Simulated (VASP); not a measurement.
Set up this calculation in VASP 6.6.1, as the native input.

| Item | Value |
| --- | --- |
| Task | single point |
| Functional | PBE |
| Potentials or basis | VASP PAW PBE potentials, release 64 (H, C, Ru_pv) |
| Cutoff | 520 eV |
| k mesh | 3 × 3 × 1 |
| Occupations | gaussian, width 0.02 eV |
| Spin | collinear spin, ferromagnetic start |
| Starting moments | [0.0, 0.0, 0.0, 0.0, 0.0, 0.0, 0.0, 0.0, 0.0, 0.0, 0.0, 0.0, 0.0, 0.0, 0.0, 0.0, 0.0, 0.0, 0.0, 0.0, 0.0, 0.0, 0.0, 1.67] μB |
| Dipole correction | no |
| Further INCAR settings | LREAL = Auto; ALGO = Normal; EDIFF = 1e-07; NBANDS = 64 |

The structure of H7RuC16 lies in POSCAR:

```
H7RuC16
1.0
    5.0487420000      0.0000000000      0.0000000000
    2.5243710000      4.3723390000      0.0000000000
    0.0000000000      0.0000000000     15.7764260000
H C Ru
7 16 1
Direct
    0.1666667848      0.1666666285      0.0633857123
    0.6666667848      0.1666666285      0.0633857123
    0.1666666285      0.6666667429      0.0633857123
    0.6666666285      0.6666667429      0.0633857123
    0.5052697621      0.0309218933      0.3670795274
    0.0034024065      0.4984517440      0.3663015312
    0.5064473678      0.4662483856      0.3670994305
    0.1666667848      0.1666666285      0.1331099959
    0.6666667848      0.1666666285      0.1331099959
    0.1666666285      0.6666667429      0.1331099959
    0.6666666285      0.6666667429      0.1331099959
   -0.1666666285      0.3333332571      0.1657717027
    0.3333333715      0.3333332571      0.1657717027
   -0.1666665867      0.8333333715      0.1657717027
    0.3333334133      0.8333333715      0.1657717027
   -0.1613270060      0.3286012361      0.2657504304
    0.3346273100      0.3328017338      0.2639552837
   -0.1612883346      0.8329093421      0.2656960455
    0.3352188651      0.8325271668      0.2649226130
    0.0077197240     -0.0037533686      0.2940574754
    0.5042163229     -0.0014063411      0.2942241164
    0.0021329698      0.4990388440      0.2955473565
    0.5041863093      0.4976734421      0.2943407461
    0.4715394370      0.7738109968      0.4391324753
```

The input as run:

INCAR

```
PREC = Accurate
ENCUT = 520
EDIFF = 1E-7
ISMEAR = 0
SIGMA = 0.02
LREAL = Auto
LASPH = True
NELM = 150
ALGO = Normal
ISIF = 2
LWAVE = False
LCHARG = True
ISPIN = 2
MAGMOM = 0 0 0 0 0 0 0 0 0 0 0 0 0 0 0 0 0 0 0 0 0 0 0 1.67
LORBIT = 11
LMAXMIX = 4
GGA = PE
LELF = True
LVHAR = True
NBANDS = 64
```

KPOINTS

```
Automatic mesh
0
Gamma
  3 3 1
```

Potentials or basis: VASP PAW PBE potentials, release 64 (H, C, Ru_pv).

The run is started by

```console
$ cat potpaw_PBE.64/H/POTCAR potpaw_PBE.64/C/POTCAR potpaw_PBE.64/Ru_pv/POTCAR > POTCAR
$ mpirun -np 1 vasp_std > vasp.out
```

It gave:

The largest force is 1.238 eV/Å. The band gap on the k mesh is 0.34 eV (least direct gap 0.48 eV), the net moment is 3.00 μB per cell and the site moments are H +0.00; C +0.00, -0.00, +0.01, -0.01, +0.14, +0.04 (each value once); Ru +2.21 μB. The valence electrons inside the program's atomic spheres are H 0.69, 0.67, 0.66 (each value once); C 2.59, 2.55, 2.56, 2.57, 2.50 (each value once); Ru 12.42.

Caveat: the k points lie up to 0.48 Å⁻¹ apart.

Wall time 5 min on 1 thread of Intel(R) Xeon(R) 6975P-C (Granite Rapids) (shared host), peak memory 0.65 GiB.
